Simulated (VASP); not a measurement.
# Si7N (P6_3mc) in VASP: relaxation of cell and atoms with PBE

Aim: the relaxation of cell and atoms of Si7N with PBE.

Program: VASP 6.6.1. These are calculated values, not measurements. Logs are shortened: lines on timing, memory, paths and dates and some standing lists are left out, and cuts for length are marked.

**1. The cell of the first run**

The structure is hexagonal, space group P6_3mc (No. 186). The conventional cell has a = 7.344 Å, b = 7.344 Å, c = 5.905 Å, α = 90.00°, β = 90.00°, γ = 120.00°. Si (site symmetry 3m) has 1 N at 1.90 Å and 3 Si at 2.30 Å within 2.5 Å. Si (site symmetry m) has 4 Si at 2.30 to 2.37 Å within 3.0 Å. Within 2.6 Å of Si (site symmetry m) lie 1 N at 1.96 Å and 3 Si at 2.36 to 2.37 Å. N (site symmetry 3m) has 4 Si at 1.90 to 1.96 Å within 2.5 Å.

**2. Relaxation of cell and atoms, PBE**

INCAR

```
ALGO     = Normal         # electronic algorithm
EDIFF    = 1E-6           # SCF threshold, eV
EDIFFG   = -0.01          # ionic threshold
ENCUT    = 600            # plane-wave cutoff, eV
GGA      = PE             # functional
IBRION   = 2              # ionic algorithm
ISIF     = 3              # what is computed and relaxed
ISMEAR   = 0              # smearing method
LASPH    = T              # aspherical terms in the spheres
LCHARG   = F              # write CHGCAR
LREAL    = Auto         
LWAVE    = F              # write WAVECAR
NELM     = 60             # most SCF steps
NSW      = 100            # ionic steps
PREC     = Accurate       # precision mode
SIGMA    = 0.1            # smearing width, eV
```

KPOINTS

```
k-points
0
Gamma
  6 6 6
```

POSCAR

```
Si7N
1.0
    7.3437352423      0.0000000000      0.0000000000
   -3.6718676212      6.3598612785      0.0000000000
    0.0000000000      0.0000000000      5.9053585093
Si N
14 2
Direct
    0.3333333333      0.6666666667      0.8230763124
    0.6550859234      0.8275429617      0.0019297991
    0.1724570383      0.8275429617      0.0019297991
    0.1724570383      0.3449140766      0.0019297991
    0.3733729595      0.1866864798      0.8996707478
    0.8133135202      0.6266270405      0.8996707478
    0.8133135202      0.1866864798      0.8996707478
    0.6666666667      0.3333333333      0.3230763124
    0.8275429617      0.6550859234      0.5019297991
    0.3449140766      0.1724570383      0.5019297991
    0.8275429617      0.1724570383      0.5019297991
    0.1866864798      0.3733729595      0.3996707478
    0.1866864798      0.8133135202      0.3996707478
    0.6266270405      0.8133135202      0.3996707478
    0.3333333333      0.6666666667      0.5021220469
    0.6666666667      0.3333333333      0.0021220469
```

Potentials or basis: VASP PAW PBE potentials, release 64 (Si, N).

Started as:

```console
> cat potpaw_PBE.64/Si/POTCAR potpaw_PBE.64/N/POTCAR > POTCAR
> mpirun -np 1 vasp_std > vasp.out
```

OUTCAR:

```text
EDIFF = 1E-6
   EDIFFG = -0.01
   ENCUT = 600
   GGA = PE
   IBRION = 2
   ISIF = 3
   ISMEAR = 0
   LASPH = T
   LREAL = Auto
   NELM = 60
   NSW = 100
   PREC = Accurate

 ion  position               nearest neighbor table
   1  0.333  0.667  0.823-  15 1.90   3 2.30   2 2.30   4 2.30  13 3.12  14 3.12  12 3.12
   2  0.655  0.828  0.002-   1 2.30  14 2.36   6 2.37   7 2.37
   3  0.172  0.828  0.002-   1 2.30  13 2.36   6 2.37   5 2.37
   4  0.172  0.345  0.002-   1 2.30  12 2.36   5 2.37   7 2.37
   5  0.373  0.187  0.900-  16 1.96  10 2.36   4 2.37   3 2.37   8 3.12
   6  0.813  0.627  0.900-  16 1.96   9 2.36   2 2.37   3 2.37   8 3.12
   7  0.813  0.187  0.900-  16 1.96  11 2.36   4 2.37   2 2.37   8 3.12
   8  0.667  0.333  0.323-  16 1.90  11 2.30  10 2.30   9 2.30   7 3.12   5 3.12   6 3.12
   9  0.828  0.655  0.502-   8 2.30   6 2.36  14 2.37  13 2.37
  10  0.345  0.172  0.502-   8 2.30   5 2.36  12 2.37  13 2.37
  11  0.828  0.172  0.502-   8 2.30   7 2.36  12 2.37  14 2.37
  12  0.187  0.373  0.400-  15 1.96   4 2.36  10 2.37  11 2.37   1 3.12
  13  0.187  0.813  0.400-  15 1.96   3 2.36   9 2.37  10 2.37   1 3.12
  14  0.627  0.813  0.400-  15 1.96   2 2.36   9 2.37  11 2.37   1 3.12
  15  0.333  0.667  0.502-   1 1.90  13 1.96  14 1.96  12 1.96
  16  0.667  0.333  0.002-   8 1.90   7 1.96   5 1.96   6 1.96

  LATTYP: Found a hexagonal cell.
 ALAT       =     7.3437352423
 C/A-ratio  =     0.8041355406

  Lattice vectors:

 A1 = (   7.3437352423,   0.0000000000,   0.0000000000)
 A2 = (  -3.6718676212,   6.3598612785,   0.0000000000)
 A3 = (   0.0000000000,   0.0000000000,   5.9053585093)

Analysis of symmetry for initial positions (statically):
=====================================================================
 Subroutine PRICEL returns:
 Original cell was already a primitive cell.

 Routine SETGRP: Setting up the symmetry group for a
 hexagonal supercell.

 Subroutine GETGRP returns: Found 12 space group operations
 (whereof  6 operations were pure point group operations)
 out of a pool of 24 trial point group operations.

The static configuration has the point symmetry C_3v.
 The point group associated with its full space group is C_6v.

Analysis of symmetry for dynamics (positions and initial velocities):
=====================================================================
 Subroutine PRICEL returns:
 Original cell was already a primitive cell.

 Routine SETGRP: Setting up the symmetry group for a
 hexagonal supercell.

 Subroutine GETGRP returns: Found 12 space group operations
 (whereof  6 operations were pure point group operations)
 out of a pool of 24 trial point group operations.

The dynamic configuration has the point symmetry C_3v.
 The point group associated with its full space group is C_6v.

 Subroutine INISYM returns: Found 12 space group operations
[... 135 lines left out ...]
   PSTRESS=    0.0 pullay stress
   NELECT =      66.0000    total number of electrons
   NUPDOWN=      -1.0000    fix difference up-down
   EMIN   =  10.00;   EMAX   =-10.00  energy-range for DOS
   EFERMI =   0.00;   METHOD = LEGACY
   ISMEAR =     0;   SIGMA  =   0.10  broadening in eV -4-tet -1-fermi 0-gaus
   EFERMI_NEDOS =   21; number of points for ismear=-14 and -15
   IALGO  =     38    algorithm
   IMIX   =      4    mixing-type and parameters
     AMIX     =   0.40;   BMIX     =  1.00
     AMIX_MAG =   1.60;   BMIX_MAG =  1.00
  volume/ion in A,a.u.               =      17.24       116.33
  Fermi-wavevector in a.u.,A,eV,Ry     =   1.016372  1.920664 14.054970  1.033011
  Thomas-Fermi vector in A             =   2.149711
   LORBIT       =      0    0 simple, 1 ext, 2 COOP (PROOUT), +10 PAW based schemes
   GGA     = PE    functional components
   LHFCALC =     F    Hartree Fock is set to
   AEXX    =    0.0000 exact exchange contribution
   IVDW    =     0    specifies the selected vdW correction
   LEPSILON=     F    determine dielectric tensor
   LRPA    =     F    only Hartree local field effects (RPA)
 conjugate gradient relaxation of ions
 non-spin polarized calculation
 Gauss-broadening in eV      SIGMA  =   0.10
  energy-cutoff  :      600.00
  volume of cell :      275.81
 maximum number of plane-waves:      9240
 NGX is ok and might be reduce to    60
   NGX = 29   NGY = 29   NGZ = 23

--------------------------------------- Ionic step        1  -------------------------------------------

 number of electron      66.0000001 magnetization

 Free energy of the ion-electron system (eV)
  ---------------------------------------------------
  ext. energy  EPLUGINS =         0.00000000
  ---------------------------------------------------
  free energy    TOTEN  =       -91.44617139 eV

  energy without entropy =      -91.42230753  energy(sigma->0) =      -91.43423946

------------------------ aborting loop because EDIFF is reached ----------------------------------------

  FORCE on cell =-STRESS in cart. coord.  units (eV):
  Direction    XX          YY          ZZ          XY          YZ          ZX
  --------------------------------------------------------------------------------------
  -------------------------------------------------------------------------------------
  Total       -0.2695236     -0.2695236      0.9257575      0.0000000     -0.0000000      0.0000000
  in kB       -1.5656564     -1.5656564      5.3777043      0.0000000     -0.0000000      0.0000000
  external PRESSURE =       0.7487972 kB  Pullay stress =       0.0000000 kB
[... 337 lines left out ...]
--------------------------------------- Ionic step        8  -------------------------------------------

 number of electron      66.0000001 magnetization

 Free energy of the ion-electron system (eV)
  ---------------------------------------------------
  ext. energy  EPLUGINS =         0.00000000
  ---------------------------------------------------
  free energy    TOTEN  =       -91.44983700 eV

  energy without entropy =      -91.42592291  energy(sigma->0) =      -91.43787995

 E-fermi :   7.1386     XC(G=0):  -9.8782

 val. band max:        7.1357590007   @ k =   0.1667   0.1667   0.0000
 cond. band min:       7.1455588263   @ k =   0.3333   0.1667   0.3333
 fundamental gap:      0.0097998256
 Fermi energy:         7.1386267671

 k-point     1 :       0.0000    0.0000    0.0000
  band No.  band energies     occupation
      1     -10.2555      2.00000
      2     -10.1341      2.00000
      3      -4.6290      2.00000
      4      -3.4050      2.00000
      5      -3.4050      2.00000
      6      -3.2427      2.00000
[... 1069 lines left out ...]
     41       9.2696      0.00000
     42       9.2696      0.00000

 [... further k-points ...]
[... 5 lines left out ...]
  --------------------------------------------------------------------------------------
  -------------------------------------------------------------------------------------
  Total       -0.0233881     -0.0233881     -0.0258434      0.0000000      0.0000000      0.0000000
  in kB       -0.1357759     -0.1357759     -0.1500299      0.0000000      0.0000000      0.0000000
  external PRESSURE =      -0.1405272 kB  Pullay stress =       0.0000000 kB
[... 31 lines left out ...]
  FREE ENERGIE OF THE ION-ELECTRON SYSTEM (eV)
  ---------------------------------------------------
  free  energy   TOTEN  =       -91.4498369959 eV

  energy  without entropy=      -91.4259229108  energy(sigma->0) =      -91.43787995

 reached required accuracy - stopping structural energy minimisation
```

CONTCAR:

```text
Si7N
   1.00000000000000
     7.3327530600613748    0.0000000000000862    0.0000000000000000
    -3.6663765300805382    6.3503504296923134   -0.0000000000000000
     0.0000000000000000   -0.0000000000000000    5.9267684268114502
  Si              N
    14     2
Direct
     0.3333333332999970    0.6666666667000030    0.8220595611860092
     0.6554691576886081    0.8277345788443005    0.0025551848552985
     0.1722654211556995    0.8277345788443005    0.0025551848552985
     0.1722654211556995    0.3445308423113920    0.0025551848552985
     0.3728300741453557    0.1864150371226788    0.8993338045154226
     0.8135849628773212    0.6271699258546443    0.8993338045154226
[... 8 lines left out ...]
     0.3333333332999970    0.6666666667000030    0.5022734707018215
     0.6666666667000030    0.3333333332999970    0.0022734707018216

  0.00000000E+00  0.00000000E+00  0.00000000E+00
  0.00000000E+00  0.00000000E+00  0.00000000E+00
  0.00000000E+00  0.00000000E+00  0.00000000E+00
  0.00000000E+00  0.00000000E+00  0.00000000E+00
  0.00000000E+00  0.00000000E+00  0.00000000E+00
  0.00000000E+00  0.00000000E+00  0.00000000E+00
[... 8 lines left out ...]
  0.00000000E+00  0.00000000E+00  0.00000000E+00
  0.00000000E+00  0.00000000E+00  0.00000000E+00
```

It took 13 min on 1 thread of Intel Xeon 6975P-C (Granite Rapids), shared host; peak memory 0.56 GiB.

What came out:

```
Free energy                           : -91.4498 eV
Relaxed volume                        : 17.25 Å³/atom
Relaxed cell                          : a = 7.333 Å, b = 7.333 Å, c = 5.927 Å, α = 90.00°, β = 90.00°, γ = 120.00°
Space group after relaxing (to 0.1 Å) : P6_3mc (No. 186)
Energy gained by relaxing             : 0.2 meV/atom
Ionic steps                           : 8
Pressure after relaxing               : 0.0 GPa
Largest force after relaxing          : 0.006 eV/Å
Band gap on the k mesh                : zero (bands 33 and 34 overlap by 1.71 eV)
```

Forces on the atoms (eV/Å):
```
Si   0.000  0.000 -0.006
Si  -0.003 -0.002 -0.001
Si   0.003 -0.002 -0.001
Si   0.000  0.003 -0.001
Si  -0.001 -0.001  0.003
Si   0.000  0.001  0.003
Si   0.001 -0.001  0.003
Si   0.000  0.000 -0.006
Si   0.000 -0.003 -0.001
Si   0.003  0.002 -0.001
Si  -0.003  0.002 -0.001
Si   0.000 -0.001  0.003
Si  -0.001  0.001  0.003
Si   0.001  0.001  0.003
N    0.000  0.000 -0.001
N    0.000  0.000 -0.001
```

Step by step:
```tsv
step	energy change (eV)	largest force (eV/Å)	pressure (GPa)	volume (Å³)
1	0.0000	0.0991	0.07	275.81
2	-0.0029	0.0430	-0.08	276.13
3	-0.0029	0.0423	-0.08	276.13
4	-0.0035	0.0216	0.02	275.85
5	-0.0035	0.0226	0.03	275.83
6	-0.0036	0.0118	0.02	275.90
7	-0.0036	0.0120	0.02	275.90
8	-0.0037	0.0061	-0.01	275.98
```

Final structure:
```yaml
crystal:
  lattice:
    - [7.33275, 0.00000, 0.00000]
    - [-3.66638, 6.35035, 0.00000]
    - [0.00000, 0.00000, 5.92677]
  atoms:
    - { symbol: Si, position: [0.33333, 0.66667, 0.82206] }
    - { symbol: Si, position: [0.65547, 0.82773, 0.00256] }
    - { symbol: Si, position: [0.17227, 0.82773, 0.00256] }
    - { symbol: Si, position: [0.17227, 0.34453, 0.00256] }
    - { symbol: Si, position: [0.37283, 0.18642, 0.89933] }
    - { symbol: Si, position: [0.81358, 0.62717, 0.89933] }
    - { symbol: Si, position: [0.81359, 0.18642, 0.89933] }
    - { symbol: Si, position: [0.66667, 0.33333, 0.32206] }
    - { symbol: Si, position: [0.82773, 0.65547, 0.50256] }
    - { symbol: Si, position: [0.34453, 0.17227, 0.50256] }
    - { symbol: Si, position: [0.82773, 0.17227, 0.50256] }
    - { symbol: Si, position: [0.18642, 0.37283, 0.39933] }
    - { symbol: Si, position: [0.18642, 0.81359, 0.39933] }
    - { symbol: Si, position: [0.62717, 0.81359, 0.39933] }
    - { symbol: N, position: [0.33333, 0.66667, 0.50227] }
    - { symbol: N, position: [0.66667, 0.33333, 0.00227] }
```
